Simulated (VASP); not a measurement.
# BaTe (Fm-3m) in VASP: a series of runs

The runs below take BaTe through elastic constants, with LDA.

Program: VASP 6.6.1. These are calculated values, not measurements. Logs are shortened: lines on timing, memory, paths and dates and some standing lists are left out, and cuts for length are marked.

## (1) The cell of the first run

It takes space group Fm-3m (No. 225, cubic). Conventional cell: a = 6.451 Å, b = 6.451 Å, c = 6.451 Å, α = 90.00°, β = 90.00°, γ = 90.00°. Within 4.2 Å of Ba (site symmetry m-3m) lie 6 Te at 3.23 Å. Te (site symmetry m-3m) has 6 Ba at 3.23 Å within 4.2 Å.

## (2) Elastic constants, LDA

Input file INCAR:

```
PREC = Accurate
ENCUT = 600
EDIFF = 1E-8
ISMEAR = 0
SIGMA = 0.01
LREAL = False
LASPH = True
NELM = 60
ALGO = Normal
ISIF = 3
LWAVE = False
LCHARG = True
IBRION = 6
NFREE = 2
POTIM = 0.015
NSW = 1
```

Input file KPOINTS:

```
Automatic mesh
0
Gamma
  6 6 6
```

Input file POSCAR:

```
BaTe
1.0
    0.0000000000      3.2253709585      3.2253709585
    3.2253709585      0.0000000000      3.2253709585
    3.2253709585      3.2253709585      0.0000000000
Ba Te
1 1
Direct
    0.0000000000      0.0000000000      0.0000000000
    0.5000000000      0.5000000000      0.5000000000
```

Potentials or basis: VASP PAW LDA potentials, release 64 (Ba_sv, Te).

Run with:

```
$ cat potpaw_LDA.64/Ba_sv/POTCAR potpaw_LDA.64/Te/POTCAR > POTCAR
$ mpirun -np 1 vasp_std > vasp.out
```

OUTCAR:

```text
PREC = Accurate
   ENCUT = 600
   EDIFF = 1E-8
   ISMEAR = 0
   LREAL = False
   LASPH = True
   NELM = 60
   ISIF = 3
   IBRION = 6
   NFREE = 2
   POTIM = 0.015
   NSW = 1

 ion  position               nearest neighbor table
   1  0.000  0.000  0.000-   2 3.23   2 3.23   2 3.23   2 3.23   2 3.23   2 3.23
   2  0.500  0.500  0.500-   1 3.23   1 3.23   1 3.23   1 3.23   1 3.23   1 3.23

  LATTYP: Found a face centered cubic cell.
 ALAT       =     6.4507419170

  Lattice vectors:

 A1 = (   0.0000000000,   3.2253709585,   3.2253709585)
 A2 = (   3.2253709585,   0.0000000000,   3.2253709585)
 A3 = (   3.2253709585,   3.2253709585,   0.0000000000)

Analysis of symmetry for initial positions (statically):
=====================================================================
 Subroutine PRICEL returns:
 Original cell was already a primitive cell.

 Routine SETGRP: Setting up the symmetry group for a
 face centered cubic supercell.

 Subroutine GETGRP returns: Found 48 space group operations
 (whereof 48 operations were pure point group operations)
 out of a pool of 48 trial point group operations.

The static configuration has the point symmetry O_h .

Analysis of symmetry for dynamics (positions and initial velocities):
=====================================================================
 Subroutine PRICEL returns:
 Original cell was already a primitive cell.

 Routine SETGRP: Setting up the symmetry group for a
 face centered cubic supercell.

 Subroutine GETGRP returns: Found 48 space group operations
 (whereof 48 operations were pure point group operations)
 out of a pool of 48 trial point group operations.

The dynamic configuration has the point symmetry O_h .

 Subroutine INISYM returns: Found 48 space group operations
 (whereof 48 operations are pure point group operations),
 and found     1 'primitive' translations

----------------------------------------------------------------------------------------

                                     Primitive cell

  volume of cell :      67.1072

  direct lattice vectors                    reciprocal lattice vectors
     0.000000000  3.225370959  3.225370959    -0.155020928  0.155020928  0.155020928
     3.225370959  0.000000000  3.225370959     0.155020928 -0.155020928  0.155020928
     3.225370959  3.225370959  0.000000000     0.155020928  0.155020928 -0.155020928

  length of vectors
     4.561363353  4.561363353  4.561363353     0.268504124  0.268504124  0.268504124

  position of ions in fractional coordinates (direct lattice)
     0.000000000  0.000000000  0.000000000
     0.500000000  0.500000000  0.500000000

  ion indices of the primitive-cell ions
   primitive index   ion index
                 1           1
                 2           2

----------------------------------------------------------------------------------------

 KPOINTS: Automatic mesh

Automatic generation of k-mesh.
 Grid dimensions read from file:
 generate k-points for:    6    6    6

 Generating k-lattice:

  Cartesian coordinates                     Fractional coordinates (reciprocal lattice)
    -0.025836821  0.025836821  0.025836821     0.166666667  0.000000000  0.000000000
     0.025836821 -0.025836821  0.025836821     0.000000000  0.166666667  0.000000000
     0.025836821  0.025836821 -0.025836821     0.000000000  0.000000000  0.166666667

[... 102 lines left out ...]
  --------------------------------------------------------------------------------------
  -------------------------------------------------------------------------------------
  Total        4.5588831      4.5588831      4.5588831      0.0000000      0.0000000     -0.0000000
  in kB      108.8428820    108.8428820    108.8428820      0.0000000      0.0000000     -0.0000000
  external PRESSURE =     108.8428820 kB  Pullay stress =       0.0000000 kB
[... 89 lines left out ...]
  FREE ENERGIE OF THE ION-ELECTRON SYSTEM (eV)
  ---------------------------------------------------
  free  energy   TOTEN  =        -9.1104887534 eV

  energy  without entropy=       -9.1104887534  energy(sigma->0) =       -9.11048875

[... ionic steps 4 to 14 ...]

--------------------------------------- Ionic step       15  -------------------------------------------

 number of electron      16.0000000 magnetization

------------------------ aborting loop because EDIFF is reached ----------------------------------------
[... 67 lines left out ...]
--------------------------------------- Ionic step       17  -------------------------------------------

 number of electron      16.0000000 magnetization

 Free energy of the ion-electron system (eV)
  ---------------------------------------------------
  ext. energy  EPLUGINS =         0.00000000
  ---------------------------------------------------
  free energy    TOTEN  =        -9.18841143 eV

  energy without entropy =       -9.18841143  energy(sigma->0) =       -9.18841143

 E-fermi :   4.0489     XC(G=0):  -9.5381

 val. band max:        3.9094319249   @ k =   0.0000   0.0000   0.0000
 cond. band min:       4.5955891934   @ k =   0.0000   0.5000   0.5000
 fundamental gap:      0.6861572685
 Fermi energy:         4.0488745641

 k-point     1 :       0.0000    0.0000    0.0000
  band No.  band energies     occupation
      1     -22.5670      2.00000
      2      -7.7954      2.00000
      3      -7.7950      2.00000
      4      -7.7950      2.00000
      5      -6.3323      2.00000
      6       3.9091      2.00000
      7       3.9091      2.00000
      8       3.9094      2.00000
      9       6.4323      0.00000
     10       6.4331      0.00000
     11       6.4331      0.00000
     12       7.4061      0.00000
[... 331 lines left out ...]
 k-point    24 :       0.0000   -0.3333    0.3333
  band No.  band energies     occupation
      1     -22.5022      2.00000
      2      -8.6022      2.00000
      3      -8.2041      2.00000
      4      -7.8963      2.00000
      5      -5.2361      2.00000
      6       1.7788      2.00000
      7       2.5487      2.00000
      8       2.8058      2.00000
      9       6.8866      0.00000
     10       8.7798      0.00000
     11       8.9012      0.00000
     12       9.6044      0.00000

 [... further k-points ...]

------------------------ aborting loop because EDIFF is reached ----------------------------------------

  FORCE on cell =-STRESS in cart. coord.  units (eV):
  Direction    XX          YY          ZZ          XY          YZ          ZX
  --------------------------------------------------------------------------------------
  -------------------------------------------------------------------------------------
  Total        4.5654809      4.5570171      4.5570171     -0.0000000      0.0000000      0.0000000
  in kB      109.0004038    108.7983305    108.7983305     -0.0000000      0.0000000      0.0000000
  external PRESSURE =     108.8656882 kB  Pullay stress =       0.0000000 kB
[... 17 lines left out ...]
  FREE ENERGIE OF THE ION-ELECTRON SYSTEM (eV)
  ---------------------------------------------------
  free  energy   TOTEN  =        -9.1884114296 eV

  energy  without entropy=       -9.1884114296  energy(sigma->0) =       -9.18841143

 INTERNAL STRAIN TENSORS FROM STRAINED CELLS
 ============================================

 INTERNAL STRAIN TENSOR FOR ION    1 for displacements in x,y,z  (eV/Angst):
          X           Y           Z          XY          YZ          ZX
  --------------------------------------------------------------------------------
  x     0.00000     0.00000     0.00000     0.00000     0.00000     0.00000
  y    -0.00000     0.00000     0.00000     0.00000    -0.00000     0.00000
  z     0.00000     0.00000    -0.00000     0.00000     0.00000    -0.00000

 INTERNAL STRAIN TENSORS FROM DISPLACED ATOMS
 ============================================

 INTERNAL STRAIN TENSOR FOR ION    1 for displacements in x,y,z  (eV/Angst):
          X           Y           Z          XY          YZ          ZX
  --------------------------------------------------------------------------------
  x     0.00000     0.00000     0.00000     0.00000     0.00000     0.00000
  y     0.00000     0.00000     0.00000     0.00000     0.00000     0.00000
  z     0.00000     0.00000     0.00000     0.00000     0.00000     0.00000

 INTERNAL STRAIN TENSOR FOR ION    2 for displacements in x,y,z  (eV/Angst):
          X           Y           Z          XY          YZ          ZX
  --------------------------------------------------------------------------------
  x     0.00000     0.00000     0.00000     0.00000     0.00000     0.00000
  y     0.00000     0.00000     0.00000     0.00000     0.00000     0.00000
  z     0.00000     0.00000     0.00000     0.00000     0.00000     0.00000

 Eigenvectors and eigenvalues of the dynamical matrix
 ----------------------------------------------------

   1 f  =    4.153631 THz    26.098035 2PiTHz  138.550225 cm-1    17.178031 meV
             X         Y         Z           dx          dy          dz
      0.000000  0.000000  0.000000    -0.682756   -0.080031    0.095905
      3.225371  3.225371  3.225371     0.708137    0.083007   -0.099470
[... 21 lines left out ...]
   6 f/i=    0.000482 THz     0.003028 2PiTHz    0.016074 cm-1     0.001993 meV
             X         Y         Z           dx          dy          dz
      0.000000  0.000000  0.000000     0.092549   -0.185842   -0.689303
      3.225371  3.225371  3.225371     0.089232   -0.179181   -0.664597

--------------------------------------------------------------------------------------------------------

 ELASTIC MODULI CONTR FROM IONIC RELAXATION (kBar)
 Direction    XX          YY          ZZ          XY          YZ          ZX
 --------------------------------------------------------------------------------
 XX           0.0000      0.0000      0.0000      0.0000      0.0000      0.0000
 YY           0.0000      0.0000      0.0000      0.0000      0.0000      0.0000
 ZZ           0.0000      0.0000      0.0000      0.0000      0.0000      0.0000
 XY           0.0000      0.0000      0.0000      0.0000      0.0000      0.0000
 YZ           0.0000      0.0000      0.0000      0.0000      0.0000      0.0000
 ZX           0.0000      0.0000      0.0000      0.0000      0.0000      0.0000
 --------------------------------------------------------------------------------

 TOTAL ELASTIC MODULI (kBar)
 Direction    XX          YY          ZZ          XY          YZ          ZX
 --------------------------------------------------------------------------------
 XX        1920.0243     51.2613     51.2613      0.0000      0.0000      0.0000
 YY          51.2613   1920.0243     51.2613      0.0000      0.0000     -0.0000
 ZZ          51.2613     51.2613   1920.0243      0.0000      0.0000      0.0000
 XY           0.0000      0.0000      0.0000     57.5282     -0.0000      0.0000
 YZ           0.0000      0.0000      0.0000     -0.0000     57.5282      0.0000
 ZX           0.0000     -0.0000      0.0000      0.0000      0.0000     57.5282
 --------------------------------------------------------------------------------
```

Run time: 2.7 min. Hardware: 1 thread of Intel Xeon 6975P-C (Granite Rapids), shared host; peak memory 0.27 GiB.

What came out:

```yaml
Elastic_constants_C11_C12_C44: 192, 5, 6 GPa
Voigt_bulk_modulus: 67 GPa
Highest_phonon_frequency_at_Γ_LO-TO_splitting_left_out: 139 cm⁻¹
```

Phonon frequencies in cm⁻¹ (negative: imaginary):
```tsv
q point	frequencies
(0.000, 0.000, 0.000)	0 0 0 139 139 139
```

Elastic tensor in Voigt notation (GPa, in the Cartesian axes of the cell as first typed):
```
192   5   5   0   0   0
  5 192   5   0   0   0
  5   5 192   0   0   0
  0   0   0   6   0   0
  0   0   0   0   6   0
  0   0   0   0   0   6
```

Clamped-ion elastic tensor (GPa):
```
192   5   5   0   0   0
  5 192   5   0   0   0
  5   5 192   0   0   0
  0   0   0   6   0   0
  0   0   0   0   6   0
  0   0   0   0   0   6
```

Caveat: the cell is under stress, which shifts elastic constants; spin-orbit coupling is left out, which moves the levels of the heavy elements.

## (3) Elastic constants, LDA

This run uses another cell than the first one, of 40.46 Å³/atom.

Input file INCAR:

```
SYSTEM = BaTe
PREC = Accurate
ENCUT = 600
EDIFF = 1E-8
ISMEAR = 0
SIGMA = 0.01
LREAL = .FALSE.
LASPH = .TRUE.
NELM = 60
ALGO = Normal
ISIF = 3
LWAVE = .FALSE.
LCHARG = .FALSE.
NBANDS = 15
IBRION = 6
NFREE = 2
POTIM = 0.015
NSW = 1
```

Input file KPOINTS:

```
regular mesh
0
G
  6 6 6
  0 0 0
```

Input file POSCAR:

```
BaTe
1.0
    0.0000000000      3.4331405669      3.4331405669
    3.4331405669      0.0000000000      3.4331405669
    3.4331405669      3.4331405669      0.0000000000
Ba Te
1 1
Direct
    0.0000000000      0.0000000000      0.0000000000
    0.5000000000      0.5000000000      0.5000000000
```

Potentials or basis: VASP PAW LDA potentials, release 64 (Ba_sv, Te).

Run with:

```
$ cat potpaw_LDA.64/Ba_sv/POTCAR potpaw_LDA.64/Te/POTCAR > POTCAR
$ mpirun -np 1 vasp_std > vasp.out
```

Run time: 5.4 min. Hardware: 1 thread of Intel Xeon 6975P-C (Granite Rapids), shared host; peak memory 0.32 GiB.

It converged, with:

```yaml
Elastic_constants_C11_C12_C44: 93, 9, 11 GPa
Voigt_bulk_modulus: 37 GPa
Highest_phonon_frequency_at_Γ_LO-TO_splitting_left_out: 102 cm⁻¹
```

Phonon frequencies in cm⁻¹ (negative: imaginary):
```csv
q point,frequencies
"(0.000, 0.000, 0.000)",0 0 0 102 102 102
```

Elastic tensor in Voigt notation (GPa, in the Cartesian axes of the cell as first typed):
```
93  9  9  0  0  0
 9 93  9  0  0  0
 9  9 93  0  0  0
 0  0  0 11  0  0
 0  0  0  0 11  0
 0  0  0  0  0 11
```

Clamped-ion elastic tensor (GPa):
```
93  9  9  0  0  0
 9 93  9  0  0  0
 9  9 93  0  0  0
 0  0  0 11  0  0
 0  0  0  0 11  0
 0  0  0  0  0 11
```

Caveat: spin-orbit coupling is left out, which moves the levels of the heavy elements.
